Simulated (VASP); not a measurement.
# V4O in VASP: further runs, part 3 of 3

VASP 6.6.1. Earlier steps stand in the parts before.

### 4 Single point, PBE

Contents of INCAR:

```
SYSTEM = V4O
PREC = Accurate ; ENCUT = 520
EDIFF = 1E-6 ; ISMEAR = 0
SIGMA = 0.1 ; LREAL = .False.
LASPH = .True. ; NELM = 80
ALGO = Normal ; ISIF = 2
LWAVE = .False. ; LCHARG = .False.
LDIPOL = .True. ; IDIPOL = 3
DIPOL = 0.5 0.5 0.348 ; GGA = PE
NBANDS = 37
```

Contents of KPOINTS:

```
Automatic mesh
0
Gamma
  9 9 1
  0 0 0
```

Contents of POSCAR:

```
V4O
1.0
    2.9971751491      0.0000000000      0.0000000000
    0.0000000000      2.9971751491      0.0000000000
    0.0000000000      0.0000000000     21.3333819395
V O
4 1
Direct
    0.5000000000      0.5000000000      0.1874995728
    0.0000000000      0.0000000000      0.2577457053
    0.5000000000      0.5000000000      0.3267158760
    0.0000000000      0.0000000000      0.3906263884
    0.5000000000      0.5000000000      0.5757822165
```

Potentials or basis: VASP PAW PBE potentials, release 64 (V_sv, O).

The run is started by

```console
$ cat potpaw_PBE.64/V_sv/POTCAR potpaw_PBE.64/O/POTCAR > POTCAR
$ mpirun -np 1 vasp_std > vasp.out
```

OUTCAR:

```text
SYSTEM = V4O
   PREC = Accurate
   ENCUT = 520
   EDIFF = 1E-6
   ISMEAR = 0
   LREAL = .False.
   LASPH = .True.
   NELM = 80
   ISIF = 2
   GGA = PE

 ion  position               nearest neighbor table
   1  0.500  0.500  0.187-   2 2.60   2 2.60   2 2.60   2 2.60
   2  0.000  0.000  0.258-   3 2.58   3 2.58   3 2.58   3 2.58   1 2.60   1 2.60   1 2.60   1 2.60
                             4 2.83
   3  0.500  0.500  0.327-   4 2.52   4 2.52   4 2.52   4 2.52   2 2.58   2 2.58   2 2.58   2 2.58

   4  0.000  0.000  0.391-   3 2.52   3 2.52   3 2.52   3 2.52   2 2.83
   5  0.500  0.500  0.576-

  LATTYP: Found a simple tetragonal cell.
 ALAT       =     2.9971751491
 C/A-ratio  =     7.1178295823

  Lattice vectors:

 A1 = (   2.9971751491,   0.0000000000,   0.0000000000)
 A2 = (   0.0000000000,   2.9971751491,   0.0000000000)
 A3 = (   0.0000000000,   0.0000000000,  21.3333819395)

Analysis of symmetry for initial positions (statically):
=====================================================================
 Subroutine PRICEL returns:
 Original cell was already a primitive cell.

 Routine SETGRP: Setting up the symmetry group for a
 simple tetragonal supercell.

 Subroutine GETGRP returns: Found  8 space group operations
 (whereof  8 operations were pure point group operations)
 out of a pool of 16 trial point group operations.

The static configuration has the point symmetry C_4v.

Analysis of symmetry for dynamics (positions and initial velocities):
=====================================================================
 Subroutine PRICEL returns:
 Original cell was already a primitive cell.

 Routine SETGRP: Setting up the symmetry group for a
 simple tetragonal supercell.

 Subroutine GETGRP returns: Found  8 space group operations
 (whereof  8 operations were pure point group operations)
 out of a pool of 16 trial point group operations.

The dynamic configuration has the point symmetry C_4v.
[... 120 lines left out ...]
   GGA     = PE    functional components
   LHFCALC =     F    Hartree Fock is set to
   AEXX    =    0.0000 exact exchange contribution
   IVDW    =     0    specifies the selected vdW correction
   LEPSILON=     F    determine dielectric tensor
   LRPA    =     F    only Hartree local field effects (RPA)
 non-spin polarized calculation
 Gauss-broadening in eV      SIGMA  =   0.10
  energy-cutoff  :      520.00
  volume of cell :      191.64
 maximum number of plane-waves:      5215
 NGX is ok and might be reduce to    24
   NGX = 11   NGY = 11   NGZ = 79

 dipolmoment           0.000000      0.000000     -0.230182 electrons x Angstroem

 number of electron      57.9999986 magnetization

 dipolmoment           0.000000      0.000000      0.271621 electrons x Angstroem

 Free energy of the ion-electron system (eV)
  ---------------------------------------------------
  ext. energy  EPLUGINS =         0.00000000
  ---------------------------------------------------
  free energy    TOTEN  =       -34.37591637 eV

  energy without entropy =      -34.31716737  energy(sigma->0) =      -34.34654187

 E-fermi :  -1.2721     XC(G=0):  -5.5610

 val. band max:       -1.2762252738   @ k =   0.0000   0.0000   0.0000
 cond. band min:      -1.2683567529   @ k =   0.1111   0.0000   0.0000
 fundamental gap:      0.0078685209
 Fermi energy:        -1.2721186385

 k-point     1 :       0.0000    0.0000    0.0000
  band No.  band energies     occupation
      1     -65.6011      2.00000
      2     -65.5666      2.00000
      3     -65.1618      2.00000
      4     -64.9294      2.00000
      5     -39.5469      2.00000
      6     -39.4945      2.00000
[... 589 lines left out ...]
     36       1.0166      0.00000
     37       1.0432      0.00000

------------------------ aborting loop because EDIFF is reached ----------------------------------------

 vacuum level on the upper side and lower side of the slab       (xc-potential included)         2.306        -3.067

  FORCE on cell =-STRESS in cart. coord.  units (eV):
  Direction    XX          YY          ZZ          XY          YZ          ZX
  --------------------------------------------------------------------------------------
  -------------------------------------------------------------------------------------
  Total       -5.1420882     -5.1420882     -2.2190060      0.0000000      0.0000000      0.0000000
  in kB      -42.9898718    -42.9898718    -18.5517597      0.0000000      0.0000000      0.0000000
  external PRESSURE =     -34.8438345 kB  Pullay stress =       0.0000000 kB

 VOLUME and BASIS-vectors are now :
 -----------------------------------------------------------------------------
  energy-cutoff  :      520.00
  volume of cell :      191.64
      direct lattice vectors                 reciprocal lattice vectors
     2.997175149  0.000000000  0.000000000     0.333647501  0.000000000  0.000000000
     0.000000000  2.997175149  0.000000000     0.000000000  0.333647501  0.000000000
     0.000000000  0.000000000 21.333381940     0.000000000  0.000000000  0.046874893

 POSITION                                       TOTAL-FORCE (eV/Angst)
 -----------------------------------------------------------------------------------
      1.49859      1.49859      4.00000        -0.000000      0.000000      0.548804
      0.00000      0.00000      5.49859         0.000000      0.000000     -0.574639
      1.49859      1.49859      6.96995        -0.000000     -0.000000     -0.075183
      0.00000      0.00000      8.33338        -0.000000      0.000000      0.492879
      1.49859      1.49859     12.28338         0.000000      0.000000     -0.391860
 -----------------------------------------------------------------------------------
    total drift:                                0.000000     -0.000000      0.001209

  FREE ENERGIE OF THE ION-ELECTRON SYSTEM (eV)
  ---------------------------------------------------
  free  energy   TOTEN  =       -34.3759163674 eV

  energy  without entropy=      -34.3171673651  energy(sigma->0) =      -34.34654187

 vacuum level on the upper side and lower side of the slab         7.795         2.297
```

stdout:

```text
POSCAR found type information on POSCAR V O
 POSCAR found :  2 types and       5 ions
 scaLAPACK will be used
 LDA part: xc-table for (Slater+PW92), standard interpolation
 POSCAR, INCAR and KPOINTS ok, starting setup
 FFT: planning ... GRIDC
 FFT: planning ... GRID_SOFT
 FFT: planning ... GRID
 WAVECAR not read
 entering main loop
```

Run time: 5.2 min. Hardware: 1 thread of Intel Xeon Platinum 8375C at 2.90GHz (Ice Lake), shared host; peak memory 0.33 GiB.

What came out:

```
Free energy            : -34.3759 eV
Largest force          : 0.575 eV/Å
Band gap on the k mesh : zero (bands 29 and 30 overlap by 0.29 eV)
```

Forces on the atoms (eV/Å):
```
V    0.000  0.000  0.549
V    0.000  0.000 -0.575
V    0.000  0.000 -0.075
V    0.000  0.000  0.493
O    0.000  0.000 -0.392
```

Levels at points of the mesh, in eV from the Fermi level:
| k point | band 25 | band 26 | band 27 | band 28 | band 29 | band 30 | band 31 | band 32 | band 33 | band 34 |
| --- | --- | --- | --- | --- | --- | --- | --- | --- | --- | --- |
| (0.00, 0.00, 0.00) | -0.05 | 0.00 | 0.14 | 0.14 | 0.18 | 0.26 | 0.26 | 0.35 | 0.35 | 0.88 |

Caveat: the run has no spin polarisation, though such a crystal can be magnetic. With open d or f shells a metallic result of PBE can be an artefact of self-interaction; +U or a hybrid may open a gap.

### 5 Single point, PBE

Contents of INCAR:

```
ALGO = Normal
DIPOL = 0.5 0.5 0.319
EDIFF = 1E-6
ENCUT = 520
GGA = PE
IDIPOL = 3
ISIF = 2
ISMEAR = 0
LASPH = True
LCHARG = False
LDIPOL = True
LREAL = False
LWAVE = False
NBANDS = 37
NELM = 100
PREC = Accurate
SIGMA = 0.1
```

Contents of KPOINTS:

```
k-points
0
Gamma
  9 9 1
```

Edit POSCAR of step 4 so:

```diff
@@ -12,2 +12,2 @@
     0.0000000000      0.0000000000      0.3906263884
-    0.5000000000      0.5000000000      0.5757822165
+    0.5000000000      0.5000000000      0.4318762944
```

The run is started by

```console
$ cat potpaw_PBE.64/V_sv/POTCAR potpaw_PBE.64/O/POTCAR > POTCAR
$ mpirun -np 1 vasp_std > vasp.out
```

Wall time 3.5 min (1 thread of Intel Xeon Platinum 8375C at 2.90GHz (Ice Lake), shared host); peak memory 0.32 GiB.

The run converged. Its results:

* Free energy: -42.1454 eV
* Largest force: 3.674 eV/Å
* Band gap on the k mesh: zero (filled and empty bands overlap)

Forces in eV/Å, atoms in the order of the input:
```
V    0.000  0.000  0.700
V    0.000  0.000 -0.635
V    0.000  0.000 -0.907
V    0.000  0.000  3.674
O    0.000  0.000 -2.832
```

Levels at points of the mesh, in eV from the Fermi level:
```
           k point  band 25  band 26  band 27  band 28  band 29  band 30  band 31  band 32  band 33  band 34
(0.00, 0.00, 0.00)    -2.05    -0.18    -0.16    -0.03    -0.01    -0.01     0.21     0.21     0.76     0.80
```

Caveat: the run has no spin polarisation, though such a crystal can be magnetic. With open d or f shells a metallic result of PBE can be an artefact of self-interaction; +U or a hybrid may open a gap.

### 6 The runs side by side

```csv
cell,gap on the mesh (eV),largest force (eV/Å)
"as given, atomic positions A",none,3.67
"as given, atomic positions B",none,4.56
"as given, atomic positions C",none,0.57
```

Alike in all rows: task single point; level PBE; potentials or basis VASP PAW PBE potentials, release 64 (V_sv, O); no spin polarisation; k mesh 9 × 9 × 1; cutoff (eV) 520; smearing gaussian 0.1 eV.

Caveats: the run has no spin polarisation, though such a crystal can be magnetic.

Absolute energies hang on the potentials; compare differences alone.
